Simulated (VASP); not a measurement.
Wanted: the native input for a VASP 6.6.1 run.

| Quantity | Value |
| --- | --- |
| Task | relaxation of cell and atoms |
| Functional | PBE |
| Potentials or basis | VASP PAW PBE potentials, release 64 (B, C) |
| Cutoff | 600 eV |
| k mesh | 6 × 6 × 4 |
| Occupations | gaussian, width 0.1 eV |
| Spin | no spin polarisation |
| Dipole correction | no |
| Further INCAR settings | ALGO = Normal; EDIFF = 1e-06; IBRION = 2; EDIFFG = -0.04; NSW = 90; ISIF = 3 |

The structure of B3C2 lies in POSCAR:

```
B3C2
1.0
    3.9462724500      0.0000000000      0.0000000000
   -1.9731362300      3.4175721900      0.0000000000
    0.0000000000      0.0000000000      4.3169870600
B C
3 2
Direct
    0.5000000000      0.0000000000      0.0000000000
    0.0000000000      0.5000000000      0.0000000000
    0.5000000000      0.5000000000      0.0000000000
    0.3333333300      0.6666666700      0.0000000000
    0.6666666700      0.3333333300      0.0000000000
```

The cell was built from a structure type or drawn by symmetry, and may not be a known phase.

The input as run:

INCAR

```
PREC = Accurate
ENCUT = 600
EDIFF = 1E-6
ISMEAR = 0
SIGMA = 0.1
LREAL = False
LASPH = True
NELM = 60
ALGO = Normal
ISIF = 3
LWAVE = False
LCHARG = False
GGA = PE
IBRION = 2
NSW = 90
EDIFFG = -0.04
```

KPOINTS

```
regular mesh
0
Gamma
  6 6 4
```

Potentials or basis: VASP PAW PBE potentials, release 64 (B, C).

The run is started by

```console
$ cat potpaw_PBE.64/B/POTCAR potpaw_PBE.64/C/POTCAR > POTCAR
$ mpirun -np 1 vasp_std > vasp.out
```

It gave:

```
Relaxed volume                        : 19.08 Å³/atom
Relaxed cell                          : a = 5.057 Å, b = 5.057 Å, c = 4.308 Å, α = 90.00°, β = 90.00°, γ = 120.00°
Space group after relaxing (to 0.1 Å) : P6/mmm (No. 191)
Energy gained by relaxing             : 3928.7 meV/atom
Ionic steps                           : 8
Pressure after relaxing               : 0.1 GPa
Band gap on the k mesh                : zero (an odd number of electrons rules out a gap without spin polarisation)
```

Caveat: the k points lie up to 0.36 Å⁻¹ apart in the final cell, too coarse for converged energies and pressures of a metal; the volume moved by over 15 % at a fixed basis, so the end points are rough; this functional lacks dispersion, which binds the layers, so the pressure and a relaxed spacing across them are unreliable.

It took 91 s on 1 thread of AMD EPYC 7R13 Processor (Zen 3) (shared host), peak memory 0.15 GiB.
